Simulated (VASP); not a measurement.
# Co (P6_3/mmc) in VASP: a series of runs

The runs below take Co through single point, with r2SCAN.

Everything below comes from runs of VASP 6.6.1. Logs are shortened: lines on timing, memory, paths and dates and some standing lists are left out, and cuts for length are marked.

### Step 1. The cell of the first run

It takes space group P6_3/mmc (No. 194, hexagonal). Conventional cell: a = 2.472 Å, b = 2.472 Å, c = 4.027 Å, α = 90.00°, β = 90.00°, γ = 120.00°. Within 3.3 Å of Co (site symmetry -6m2) lie 12 Co at 2.47 Å.

### Step 2. Single point, r2SCAN, collinear spin, ferromagnetic start

The input, POSCAR:

```
Co
1.0
    2.4715232260      0.0000000000      0.0000000000
   -1.2357616130      2.1404018997      0.0000000000
    0.0000000000      0.0000000000      4.0271144694
Co
2
Direct
    0.3333333333      0.6666666667      0.2500000000
    0.6666666667      0.3333333333      0.7500000000
```

The input, INCAR.step1:

```
ALGO = Normal
EDIFF = 1E-4
ENCUT = 520
GGA = PE
ISMEAR = -1
ISPIN = 2
LASPH = T
LCHARG = F
LMAXMIX = 4
LREAL = F
LWAVE = T
MAGMOM = 1.891 1.891
NBANDS = 20
NELM = 150
PREC = Accurate
SIGMA = 0.05
```

The input, INCAR.step2:

```
ALGO = Normal
EDIFF = 1E-6
ENCUT = 520
ISIF = 2
ISMEAR = -1
ISPIN = 2
ISTART = 1
LASPH = T
LCHARG = F
LMAXMIX = 4
LMIXTAU = T
LORBIT = 11
LREAL = F
LWAVE = F
MAGMOM = 1.891 1.891
METAGGA = R2SCAN
NBANDS = 20
NELM = 150
PREC = Accurate
SIGMA = 0.05
```

The input, KPOINTS:

```
k-points
0
Gamma
  5 5 3
```

Potentials or basis: VASP PAW PBE potentials, release 64 (Co).

On the command line:

```sh
$ cat potpaw_PBE.64/Co/POTCAR > POTCAR
$ cp INCAR.step1 INCAR
$ mpirun -np 1 vasp_std > vasp.out
$ cp INCAR.step2 INCAR
$ mpirun -np 1 vasp_std > vasp.out
```

OUTCAR:

```text
EDIFF = 1E-6
   ENCUT = 520
   ISIF = 2
   ISMEAR = -1
   ISPIN = 2
   ISTART = 1
   LASPH = T
   LORBIT = 11
   LREAL = F
   METAGGA = R2SCAN
   NELM = 150
   PREC = Accurate

 ion  position               nearest neighbor table
   1  0.333  0.667  0.250-   2 2.47   2 2.47   2 2.47   2 2.47   2 2.47   2 2.47
   2  0.667  0.333  0.750-   1 2.47   1 2.47   1 2.47   1 2.47   1 2.47   1 2.47

  LATTYP: Found a hexagonal cell.
 ALAT       =     2.4715232260
 C/A-ratio  =     1.6294058769

  Lattice vectors:

 A1 = (   2.4715232260,   0.0000000000,   0.0000000000)
 A2 = (  -1.2357616130,   2.1404018997,   0.0000000000)
 A3 = (   0.0000000000,   0.0000000000,   4.0271144694)

Analysis of symmetry for initial positions (statically):
=====================================================================
 Subroutine PRICEL returns:
 Original cell was already a primitive cell.

 Routine SETGRP: Setting up the symmetry group for a
 hexagonal supercell.

 Subroutine GETGRP returns: Found 24 space group operations
 (whereof 12 operations were pure point group operations)
 out of a pool of 24 trial point group operations.

The static configuration has the point symmetry D_3d.
 The point group associated with its full space group is D_6h.

Analysis of symmetry for dynamics (positions and initial velocities):
=====================================================================
 Subroutine PRICEL returns:
 Original cell was already a primitive cell.

 Routine SETGRP: Setting up the symmetry group for a
 hexagonal supercell.

 Subroutine GETGRP returns: Found 24 space group operations
 (whereof 12 operations were pure point group operations)
 out of a pool of 24 trial point group operations.

The dynamic configuration has the point symmetry D_3d.
 The point group associated with its full space group is D_6h.

Analysis of structural, dynamic, and magnetic symmetry:
=====================================================================
 Subroutine PRICEL returns:
 Original cell was already a primitive cell.

 Routine SETGRP: Setting up the symmetry group for a
 hexagonal supercell.

 Subroutine GETGRP returns: Found 24 space group operations
 (whereof 12 operations were pure point group operations)
 out of a pool of 24 trial point group operations.
[... 103 lines left out ...]
   EFERMI_NEDOS =   21; number of points for ismear=-14 and -15
   IALGO  =     38    algorithm
   IMIX   =      4    mixing-type and parameters
     AMIX     =   0.40;   BMIX     =  1.00
     AMIX_MAG =   1.60;   BMIX_MAG =  1.00
  volume/ion in A,a.u.               =      10.65        71.88
  Fermi-wavevector in a.u.,A,eV,Ry     =   1.547679  2.924690 32.590191  2.395312
  Thomas-Fermi vector in A             =   2.652738
   LORBIT       =     11    0 simple, 1 ext, 2 COOP (PROOUT), +10 PAW based schemes
   METAGGA = R2SCAN    functional components
   LHFCALC =     F    Hartree Fock is set to
   AEXX    =    0.0000 exact exchange contribution
   IVDW    =     0    specifies the selected vdW correction
   LEPSILON=     F    determine dielectric tensor
   LRPA    =     F    only Hartree local field effects (RPA)
 spin polarized calculation
  energy-cutoff  :      520.00
  volume of cell :       21.30
 maximum number of plane-waves:       582
 NGX is ok and might be reduce to    18
   NGX =  9   NGY =  9   NGZ = 15

 number of electron      17.9999991 magnetization       3.9160703

 Free energy of the ion-electron system (eV)
  ---------------------------------------------------
  ext. energy  EPLUGINS =         0.00000000
  ---------------------------------------------------
  free energy    TOTEN  =       -26.42118552 eV

  energy without entropy =      -26.39719997  energy(sigma->0) =      -26.40919275

 E-fermi :  10.4428     XC(G=0): -14.8189

 val. band max:       10.4358247742   @ k =   0.4000  -0.0000   0.3333
 cond. band min:      10.4552675344   @ k =   0.4000   0.2000   0.3333
 fundamental gap:      0.0194427601
 Fermi energy:        10.4427698158

 spin component 1

 k-point     1 :       0.0000    0.0000    0.0000
  band No.  band energies     occupation
      1       1.0392      1.00000
      2       4.6111      1.00000
      3       7.0155      1.00000
      4       7.0185      1.00000
      5       7.0186      1.00000
      6       7.3193      1.00000
[... 206 lines left out ...]
      6       7.4152      1.00000
[... 12 lines left out ...]
     19      35.9751      0.00000
     20      38.2783      0.00000
 Fermi energy:        10.4427698158

 spin component 2

 k-point     1 :       0.0000    0.0000    0.0000
  band No.  band energies     occupation
      1       0.6223      1.00000
      2       5.9677      1.00000
      3       9.6167      1.00000
      4       9.7352      1.00000
      5       9.7352      1.00000
      6       9.7929      1.00000
[... 219 lines left out ...]
     19      36.7526      0.00000
     20      38.9389      0.00000

------------------------ aborting loop because EDIFF is reached ----------------------------------------

  FORCE on cell =-STRESS in cart. coord.  units (eV):
  Direction    XX          YY          ZZ          XY          YZ          ZX
  --------------------------------------------------------------------------------------
  -------------------------------------------------------------------------------------
  Total        0.5721795      0.5721795      0.4055635      0.0000000      0.0000000      0.0000000
  in kB       43.0317355     43.0317355     30.5010942      0.0000000      0.0000000      0.0000000
  external PRESSURE =      38.8548551 kB  Pullay stress =       0.0000000 kB

 VOLUME and BASIS-vectors are now :
 -----------------------------------------------------------------------------
  energy-cutoff  :      520.00
  volume of cell :       21.30
      direct lattice vectors                 reciprocal lattice vectors
     2.471523226  0.000000000  0.000000000     0.404608781  0.233600989  0.000000000
    -1.235761613  2.140401900  0.000000000     0.000000000  0.467201977  0.000000000
     0.000000000  0.000000000  4.027114469     0.000000000  0.000000000  0.248316756

 POSITION                                       TOTAL-FORCE (eV/Angst)
 -----------------------------------------------------------------------------------
     -0.00000      1.42693      1.00678         0.000000     -0.000000      0.000000
      1.23576      0.71347      3.02034        -0.000000      0.000000      0.000000
 -----------------------------------------------------------------------------------
    total drift:                                0.000000     -0.000000     -0.000000

  FREE ENERGIE OF THE ION-ELECTRON SYSTEM (eV)
  ---------------------------------------------------
  free  energy   TOTEN  =       -26.4211855222 eV

  energy  without entropy=      -26.3971999695  energy(sigma->0) =      -26.40919275

 total charge

# of ion       s       p       d       tot
------------------------------------------
    1        0.529   0.594   7.203   8.326
    2        0.529   0.594   7.203   8.326
--------------------------------------------------
tot          1.058   1.188  14.405  16.651

 magnetization (x)

# of ion       s       p       d       tot
------------------------------------------
    1        0.001  -0.051   2.053   2.003
    2        0.001  -0.051   2.053   2.003
--------------------------------------------------
tot          0.002  -0.102   4.106   4.007
```

OUTCAR.step1:

```text
EDIFF = 1E-4
   ENCUT = 520
   GGA = PE
   ISMEAR = -1
   ISPIN = 2
   LASPH = T
[... 686 lines left out ...]
 -----------------------------------------------------------------------------------
     -0.00000      1.42693      1.00678         0.000000      0.000000      0.000000
      1.23576      0.71347      3.02034        -0.000000     -0.000000      0.000000
 -----------------------------------------------------------------------------------
    total drift:                                0.000000     -0.000000     -0.000000

  FREE ENERGIE OF THE ION-ELECTRON SYSTEM (eV)
  ---------------------------------------------------
  free  energy   TOTEN  =       -14.0116266133 eV

  energy  without entropy=      -13.9978576699  energy(sigma->0) =      -14.00474214
```

OSZICAR.step1:

```text
N       E                     dE             d eps       ncg     rms          rms(c)
DAV:   1     0.826989526646E+02    0.82699E+02   -0.80594E+03   848   0.117E+03
DAV:   2    -0.118169541740E+02   -0.94516E+02   -0.85177E+02   808   0.216E+02
DAV:   3    -0.160848534748E+02   -0.42679E+01   -0.41337E+01   924   0.556E+01
DAV:   4    -0.161491755982E+02   -0.64322E-01   -0.64285E-01   988   0.591E+00
DAV:   5    -0.161508473560E+02   -0.16718E-02   -0.16717E-02   952   0.867E-01    0.153E+01
DAV:   6    -0.144114035709E+02    0.17394E+01   -0.72936E+00   912   0.551E+01    0.673E+00
DAV:   7    -0.140470095233E+02    0.36439E+00   -0.11264E+00   936   0.194E+01    0.397E+00
DAV:   8    -0.140250428261E+02    0.21967E-01   -0.16623E-02  1120   0.152E+00    0.195E+00
DAV:   9    -0.140117116599E+02    0.13331E-01   -0.38783E-03  1228   0.107E+00    0.524E-01
DAV:  10    -0.140115414606E+02    0.17020E-03   -0.63303E-04  1016   0.299E-01    0.197E-01
DAV:  11    -0.140116266133E+02   -0.85153E-04   -0.12907E-04   564   0.181E-01
   1 F= -.14011627E+02 E0= -.14004742E+02  d E =-.137689E-01  mag=     3.4937
```

Run time: 42 s. Hardware: 1 thread of Intel Xeon Platinum 8559C (Emerald Rapids), shared host; peak memory 0.14 GiB.

What came out:

* Free energy: -26.4212 eV
* Pressure: 3.9 GPa
* Net moment: 3.92 μB per cell
* Site moments: Co +2.00 μB
* Valence electrons inside the program's atomic spheres: Co 8.33

Caveat: the k points lie up to 0.59 Å⁻¹ apart; the PAW data sets were made with another functional, which shifts forces and pressure a little.

### Step 3. Single point, r2SCAN, collinear spin, ferromagnetic start

POSCAR is that of step 2.

The input, INCAR.step1:

```
  ALGO = Normal
  EDIFF = 1E-4
  ENCUT = 520
  GGA = PE
  ISMEAR = -1
  ISPIN = 2
  LASPH = T
  LCHARG = F
  LMAXMIX = 4
  LREAL = F
  LWAVE = T
  MAGMOM = 1.891 1.891
  NBANDS = 20
  NELM = 150
  PREC = Accurate
  SIGMA = 0.05
```

The input, INCAR.step2:

```
  ALGO = Normal
  EDIFF = 1E-6
  ENCUT = 520
  ISIF = 2
  ISMEAR = -1
  ISPIN = 2
  ISTART = 1
  LASPH = T
  LCHARG = F
  LMAXMIX = 4
  LMIXTAU = T
  LORBIT = 11
  LREAL = F
  LWAVE = F
  MAGMOM = 1.891 1.891
  METAGGA = R2SCAN
  NBANDS = 20
  NELM = 150
  PREC = Accurate
  SIGMA = 0.05
```

The input, KPOINTS:

```
k-points
0
Gamma
  7 7 4
```

Potentials or basis: VASP PAW PBE potentials, release 64 (Co).

On the command line:

```sh
$ cat potpaw_PBE.64/Co/POTCAR > POTCAR
$ cp INCAR.step1 INCAR
$ mpirun -np 1 vasp_std > vasp.out
$ cp INCAR.step2 INCAR
$ mpirun -np 1 vasp_std > vasp.out
```

Wall time 67 s (1 thread of Intel Xeon Platinum 8559C (Emerald Rapids), shared host); peak memory 0.15 GiB.

The run converged. Its results:

- Free energy: -26.4141 eV
- Pressure: 1.6 GPa
- Net moment: 3.67 μB per cell
- Site moments: Co +1.89 μB
- Valence electrons inside the program's atomic spheres: Co 8.33

Stress tensor (GPa, compression positive):
```
1.24 0.00 0.00
0.00 1.24 0.00
0.00 0.00 2.22
```

Levels at points of the mesh, in eV from the Fermi level:
Spin up:
| k point | band 9 | band 10 | band 11 | band 12 | band 13 | band 14 |
| --- | --- | --- | --- | --- | --- | --- |
| (0.00, 0.00, 0.00) | -2.77 | -1.68 | -1.68 | -0.30 | 6.23 | 22.98 |
| (0.00, 0.00, 0.50) | -1.99 | -1.99 | -1.99 | -1.99 | 15.31 | 15.31 |
Spin down:
| k point | band 3 | band 4 | band 5 | band 6 | band 7 | band 8 | band 9 | band 10 | band 11 | band 12 |
| --- | --- | --- | --- | --- | --- | --- | --- | --- | --- | --- |
| (0.00, 0.00, 0.00) | -0.99 | -0.84 | -0.84 | -0.80 | -0.45 | -0.45 | 0.12 | 0.12 | 1.40 | 1.40 |
| (0.00, 0.00, 0.50) | -1.67 | -1.67 | -0.89 | -0.89 | -0.89 | -0.89 | 1.03 | 1.03 | 1.03 | 1.03 |

Caveat: the k points lie up to 0.42 Å⁻¹ apart; the PAW data sets were made with another functional, which shifts forces and pressure a little.

(Part 1 of 2 ends here.)
